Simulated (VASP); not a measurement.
# Al2HRu2 in VASP: relaxation of the atoms with PBE

Aim: the relaxation of the atoms of Al2HRu2 with PBE.

Program: VASP 6.6.1. These are calculated values, not measurements. Logs are shortened: lines on timing, memory, paths and dates and some standing lists are left out, and cuts for length are marked.

### 1 The cell of the first run

The cell holds a slab with vacuum, 5 atoms: a = 2.992 Å, b = 2.992 Å, c = 23.487 Å, α = 90.00°, β = 90.00°, γ = 90.00°.

### 2 Relaxation of the atoms, PBE

INCAR

```
SYSTEM = Al2HRu2
PREC     = Accurate       ! precision mode
ENCUT    = 450            ! plane-wave cutoff, eV
EDIFF    = 1E-7           ! SCF threshold, eV
ISMEAR   = -1             ! smearing method
SIGMA    = 0.15           ! smearing width, eV
LREAL    = .FALSE.        ! projectors in reciprocal space
LASPH    = .TRUE.         ! aspherical terms in the spheres
NELM     = 120            ! most SCF steps
ALGO     = Normal         ! electronic algorithm
ISIF     = 2              ! what is computed and relaxed
LWAVE    = .FALSE.        ! write WAVECAR
LCHARG   = .FALSE.        ! write CHGCAR
LDIPOL   = .TRUE.       
IDIPOL   = 3            
DIPOL    = 0.5 0.5 0.504
GGA      = PE             ! functional
IBRION   = 2              ! ionic algorithm
NSW      = 45             ! ionic steps
EDIFFG   = -0.05          ! ionic threshold
GGA_COMPAT= .FALSE.      
NELMIN   = 4            
NELMDL   = -8
```

KPOINTS

```
Automatic mesh
0
G
  6 6 1
  0 0 0
```

POSCAR

```
Al2HRu2
1.0
    2.9916000000      0.0000000000      0.0000000000
    0.0000000000      2.9916000000      0.0000000000
    0.0000000000      0.0000000000     23.4874000000
Al Ru H
2 2 1
Selective dynamics
Direct
    0.0000000000      0.0000000000      0.3789265734  F F F
    0.0000000000      0.0000000000      0.5062969933  F F F
    0.5000000000      0.5000000000      0.4426117833  F F F
    0.5000000000      0.5000000000      0.5699822032  F F F
    1.0000000000      0.5000000000      0.6210734266  T T T
```

Potentials or basis: VASP PAW PBE potentials, release 64 (Al, Ru_pv, H).

Run with:

```
cat potpaw_PBE.64/Al/POTCAR potpaw_PBE.64/Ru_pv/POTCAR potpaw_PBE.64/H/POTCAR > POTCAR
mpirun -np 1 vasp_std > vasp.out
```

OUTCAR:

```text
SYSTEM = Al2HRu2
   PREC = Accurate
   ENCUT = 450
   EDIFF = 1E-7
   ISMEAR = -1
   LREAL = .FALSE.
   LASPH = .TRUE.
   NELM = 120
   ISIF = 2
   GGA = PE
   IBRION = 2
   NSW = 45
   EDIFFG = -0.05
   NELMIN = 4
   NELMDL = -8

 ion  position               nearest neighbor table
   1  0.000  0.000  0.379-   3 2.59   3 2.59   3 2.59   3 2.59   2 2.99
   2  0.000  0.000  0.506-   4 2.59   4 2.59   4 2.59   4 2.59   3 2.59   3 2.59   3 2.59   3 2.59
                             1 2.99
   3  0.500  0.500  0.443-   1 2.59   1 2.59   1 2.59   1 2.59   2 2.59   2 2.59   2 2.59   2 2.59
                             4 2.99
   4  0.500  0.500  0.570-   5 1.92   5 1.92   2 2.59   2 2.59   2 2.59   2 2.59   3 2.99
   5  0.000  0.500  0.621-   4 1.92   4 1.92

  LATTYP: Found a simple tetragonal cell.
 ALAT       =     2.9916000000
 C/A-ratio  =     7.8511164594

  Lattice vectors:

 A1 = (   2.9916000000,   0.0000000000,   0.0000000000)
 A2 = (   0.0000000000,   2.9916000000,   0.0000000000)
 A3 = (   0.0000000000,   0.0000000000,  23.4874000000)

Analysis of symmetry for initial positions (statically):
=====================================================================
 Subroutine PRICEL returns:
 Original cell was already a primitive cell.

 Routine SETGRP: Setting up the symmetry group for a
 simple tetragonal supercell.

 Subroutine GETGRP returns: Found  4 space group operations
 (whereof  4 operations were pure point group operations)
 out of a pool of 16 trial point group operations.

The static configuration has the point symmetry C_2v.

Analysis of symmetry for dynamics (positions and initial velocities):
=====================================================================
 Subroutine PRICEL returns:
 Original cell was already a primitive cell.

 Routine SETGRP: Setting up the symmetry group for a
 simple tetragonal supercell.

 Subroutine GETGRP returns: Found  4 space group operations
 (whereof  4 operations were pure point group operations)
 out of a pool of 16 trial point group operations.

The dynamic configuration has the point symmetry C_2v.

Analysis of constrained symmetry for selective dynamics:
=====================================================================
 Subroutine PRICEL returns:
 Original cell was already a primitive cell.

 Routine SETGRP: Setting up the symmetry group for a
 simple tetragonal supercell.

 Subroutine GETGRP returns: Found  4 space group operations
 (whereof  4 operations were pure point group operations)
 out of a pool of 16 trial point group operations.

The constrained configuration has the point symmetry C_2v.

 Subroutine INISYM returns: Found  4 space group operations
 (whereof  4 operations are pure point group operations),
 and found     1 'primitive' translations

----------------------------------------------------------------------------------------

                                     Primitive cell

  volume of cell :     210.2045

  direct lattice vectors                    reciprocal lattice vectors
     2.991600000  0.000000000  0.000000000     0.334269287  0.000000000  0.000000000
     0.000000000  2.991600000  0.000000000     0.000000000  0.334269287  0.000000000
     0.000000000  0.000000000 23.487400000     0.000000000  0.000000000  0.042576019

  length of vectors
     2.991600000  2.991600000 23.487400000     0.334269287  0.334269287  0.042576019

  position of ions in fractional coordinates (direct lattice)
     0.000000000  0.000000000  0.378926573
     0.000000000  0.000000000  0.506296993
     0.500000000  0.500000000  0.442611783
     0.500000000  0.500000000  0.569982203
     0.000000000  0.500000000  0.621073427

  ion indices of the primitive-cell ions
   primitive index   ion index
                 1           1
                 2           2
                 3           3
                 4           4
                 5           5

----------------------------------------------------------------------------------------

 KPOINTS: Automatic mesh

Automatic generation of k-mesh.
 Grid dimensions read from file:
 generate k-points for:    6    6    1

 Generating k-lattice:

  Cartesian coordinates                     Fractional coordinates (reciprocal lattice)
     0.055711548  0.000000000  0.000000000     0.166666667  0.000000000  0.000000000
     0.000000000  0.055711548  0.000000000     0.000000000  0.166666667  0.000000000
     0.000000000  0.000000000  0.042576019     0.000000000  0.000000000  1.000000000

  Length of vectors
     0.055711548  0.055711548  0.042576019

  Shift w.r.t. Gamma in fractional coordinates (k-lattice)
     0.000000000  0.000000000  0.000000000

 Subroutine IBZKPT returns following result:
 ===========================================

 Found     16 irreducible k-points:

 Following reciprocal coordinates:
            Coordinates               Weight
  0.000000  0.000000  0.000000      1.000000
  0.166667  0.000000  0.000000      2.000000
  0.000000  0.166667  0.000000      2.000000
  0.333333  0.000000  0.000000      2.000000
  0.000000  0.333333  0.000000      2.000000
  0.500000  0.000000  0.000000      1.000000
[... 8 lines left out ...]
 -0.333333  0.500000  0.000000      2.000000
  0.500000  0.500000  0.000000      1.000000
   k-points           NKPTS =     16   k-points in BZ     NKDIM =     16   number of bands    NBANDS=     21
   number of dos      NEDOS =    301   number of ions     NIONS =      5
   total plane-waves  NPLWV =  96768
   dimension x,y,z NGX =    24 NGY =   24 NGZ =  168
   dimension x,y,z NGXF=    48 NGYF=   48 NGZF=  336
   ions per type =               2   2   1
   NGX,Y,Z   is equivalent  to a cutoff of  13.34, 13.34, 11.89 a.u.
   NGXF,Y,Z  is equivalent  to a cutoff of  26.67, 26.67, 23.78 a.u.
 SYSTEM =  Al2HRu2
   PREC   = accura    normal or accurate (medium, high low for compatibility)
   ISTART =      0    job   : 0-new  1-cont  2-samecut
   ICHARG =      2    charge: 1-file 2-atom 10-const
   ISPIN  =      1    spin polarized calculation?
   LNONCOLLINEAR =      F non collinear calculations
   LSORBIT =      F    spin-orbit coupling
   LASPH  =      T    aspherical Exc in radial PAW
   ENCUT  =  450.0 eV  33.07 Ry    5.75 a.u.   5.17  5.17 40.63*2*pi/ulx,y,z
   NELM   =    120;   NELMIN=  4; NELMDL= -8     # of ELM steps
   EDIFF  = 0.1E-06   stopping-criterion for ELM
   LREAL  =      F    real-space projection
   EDIFFG = -.5E-01   stopping-criterion for IOM
   NSW    =     45    number of steps for IOM
   IBRION =      2    ionic relax: 0-MD 1-quasi-New 2-CG
   NFREE  =      1    steps in history (QN), initial steepest desc. (CG)
   ISIF   =      2    stress and relaxation
   ISYM   =      2    0-nonsym 1-usesym 2-fastsym
   POTIM  = 0.5000    time-step for ionic-motion
   TEBEG  =    0.0;   TEEND  =   0.0 temperature during run
   PSTRESS=    0.0 pullay stress
   NELECT =      35.0000    total number of electrons
   NUPDOWN=      -1.0000    fix difference up-down
   EMIN   =  10.00;   EMAX   =-10.00  energy-range for DOS
   EFERMI =   0.00;   METHOD = LEGACY
   ISMEAR =    -1;   SIGMA  =   0.15  broadening in eV -4-tet -1-fermi 0-gaus
   EFERMI_NEDOS =   21; number of points for ismear=-14 and -15
   IALGO  =     38    algorithm
   IMIX   =      4    mixing-type and parameters
     AMIX     =   0.40;   BMIX     =  1.00
     AMIX_MAG =   1.60;   BMIX_MAG =  1.00
  volume/ion in A,a.u.               =      42.04       283.71
  Fermi-wavevector in a.u.,A,eV,Ry     =   0.900638  1.701959 11.036345  0.811148
  Thomas-Fermi vector in A             =   2.023620
   LORBIT       =      0    0 simple, 1 ext, 2 COOP (PROOUT), +10 PAW based schemes
   GGA     = PE    functional components
   LHFCALC =     F    Hartree Fock is set to
   AEXX    =    0.0000 exact exchange contribution
   IVDW    =     0    specifies the selected vdW correction
   LEPSILON=     F    determine dielectric tensor
   LRPA    =     F    only Hartree local field effects (RPA)
 conjugate gradient relaxation of ions
 non-spin polarized calculation
  energy-cutoff  :      450.00
  volume of cell :      210.20
 maximum number of plane-waves:      4601
 NGX is ok and might be reduce to    24
   NGX = 11   NGY = 11   NGZ = 81

 dipolmoment           0.000000      0.000000     -0.038615 electrons x Angstroem

--------------------------------------- Ionic step        1  -------------------------------------------

 number of electron      35.0000002 magnetization

 Free energy of the ion-electron system (eV)
  ---------------------------------------------------
  ext. energy  EPLUGINS =         0.00000000
  ---------------------------------------------------
  free energy    TOTEN  =       -29.32821268 eV

  energy without entropy =      -29.00505329  energy(sigma->0) =      -29.16663298

------------------------ aborting loop because EDIFF is reached ----------------------------------------

  FORCE on cell =-STRESS in cart. coord.  units (eV):
  Direction    XX          YY          ZZ          XY          YZ          ZX
  --------------------------------------------------------------------------------------
  -------------------------------------------------------------------------------------
  Total       -4.4220656     -1.3620899     -3.2914310      0.0000000      0.0000000      0.0000000
  in kB      -33.7049566    -10.3818405    -25.0872667      0.0000000      0.0000000      0.0000000
  external PRESSURE =     -23.0580213 kB  Pullay stress =       0.0000000 kB
[... 102 lines left out ...]
  energy  without entropy=      -29.1524953560  energy(sigma->0) =      -29.30739409

--------------------------------------- Ionic step        4  -------------------------------------------

 number of electron      35.0000002 magnetization

 dipolmoment           0.000000      0.000000      0.100514 electrons x Angstroem

 Free energy of the ion-electron system (eV)
  ---------------------------------------------------
  ext. energy  EPLUGINS =         0.00000000
  ---------------------------------------------------
  free energy    TOTEN  =       -29.46628917 eV

  energy without entropy =      -29.15810621  energy(sigma->0) =      -29.31219769

 E-fermi :  -0.3757     XC(G=0):  -4.2847

 val. band max:       -0.4201256008   @ k =   0.1667   0.0000   0.0000
 cond. band min:      -0.3100163736   @ k =   0.3333   0.3333   0.0000
 fundamental gap:      0.1101092272
 Fermi energy:        -0.3757459850

 k-point     1 :       0.0000    0.0000    0.0000
  band No.  band energies     occupation
      1     -42.4620      2.00000
      2     -42.4229      2.00000
      3     -42.3518      2.00000
      4     -42.2867      2.00000
      5     -42.2654      2.00000
      6     -42.1699      2.00000
[... 373 lines left out ...]
     20       1.1063      0.00010
     21       3.2035      0.00000

------------------------ aborting loop because EDIFF is reached ----------------------------------------

 vacuum level on the upper side and lower side of the slab       (xc-potential included)         0.984        -1.000

  FORCE on cell =-STRESS in cart. coord.  units (eV):
  Direction    XX          YY          ZZ          XY          YZ          ZX
  --------------------------------------------------------------------------------------
  -------------------------------------------------------------------------------------
  Total       -2.6631903     -1.1895599     -1.9751536      0.0000000      0.0000000      0.0000000
  in kB      -20.2988200     -9.0668180    -15.0546081      0.0000000      0.0000000      0.0000000
  external PRESSURE =     -14.8067487 kB  Pullay stress =       0.0000000 kB

 VOLUME and BASIS-vectors are now :
 -----------------------------------------------------------------------------
  energy-cutoff  :      450.00
  volume of cell :      210.20
      direct lattice vectors                 reciprocal lattice vectors
     2.991600000  0.000000000  0.000000000     0.334269287  0.000000000  0.000000000
     0.000000000  2.991600000  0.000000000     0.000000000  0.334269287  0.000000000
     0.000000000  0.000000000 23.487400000     0.000000000  0.000000000  0.042576019
[... 11 lines left out ...]
  FREE ENERGIE OF THE ION-ELECTRON SYSTEM (eV)
  ---------------------------------------------------
  free  energy   TOTEN  =       -29.4662891747 eV

  energy  without entropy=      -29.1581062057  energy(sigma->0) =      -29.31219769

 reached required accuracy - stopping structural energy minimisation

 vacuum level on the upper side and lower side of the slab         5.049         3.017
```

Wall time 5.5 min (1 thread of Intel Xeon Platinum 8259CL at 2.50GHz (Skylake/Cascade Lake), shared host); peak memory 0.34 GiB.

Results:

```yaml
Free_energy: -29.4663 eV
Energy_gained_by_relaxing: 27.6 meV/atom
Ionic_steps: 4
Band_gap_on_the_k_mesh: zero (an odd number of electrons rules out a gap without spin polarisation)
```

Step by step:
```csv
step,energy change (eV),largest force on free atoms (eV/Å),pressure (GPa)
1,0.0000,1.0749,-2.31
2,-0.0505,0.8708,-2.16
3,-0.1341,0.1901,-1.65
4,-0.1381,0.0063,-1.48
```

Final structure:
```xyz
5
Lattice="2.9916 0.0000 0.0000 0.0000 2.9916 0.0000 0.0000 0.0000 23.4874" Properties=species:S:1:pos:R:3 pbc="T T T"
Al    0.0000    0.0000    8.9000
Al    0.0000    0.0000   11.8916
Ru    1.4958    1.4958   10.3958
Ru    1.4958    1.4958   13.3874
H     0.0000    1.4958   14.3365
```
